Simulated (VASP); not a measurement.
Input of a VASP 6.6.1 run:

File INCAR:

```
  ALGO = Normal
  EDIFF = 1E-6
  ENCUT = 520
  GGA = PE
  ISIF = 2
  ISMEAR = 0
  LASPH = T
  LCHARG = T
  LELF = T
  LREAL = F
  LVHAR = T
  LWAVE = F
  NBANDS = 14
  NELM = 60
  PREC = Accurate
  SIGMA = 0.02
```

Contents of KPOINTS:

```
k-points
0
Gamma
  8 8 8
```

POSCAR

```
NaCl
1.0
    0.0000000000      2.7599028167      2.7599028167
    2.7599028167      0.0000000000      2.7599028167
    2.7599028167      2.7599028167      0.0000000000
Na Cl
1 1
Direct
    0.0000000000      0.0000000000      0.0000000000
    0.5000000000      0.5000000000      0.5000000000
```

Potentials or basis: VASP PAW PBE potentials, release 64 (Na_pv, Cl).

Run with:

```bash
$ cat potpaw_PBE.64/Na_pv/POTCAR potpaw_PBE.64/Cl/POTCAR > POTCAR
$ mpirun -np 1 vasp_std > vasp.out
```

(1) Predict the band gap on the k mesh.

(2) Estimate the pressure.

Results:

(1) 5.37 eV.

(2) 2.8 GPa.
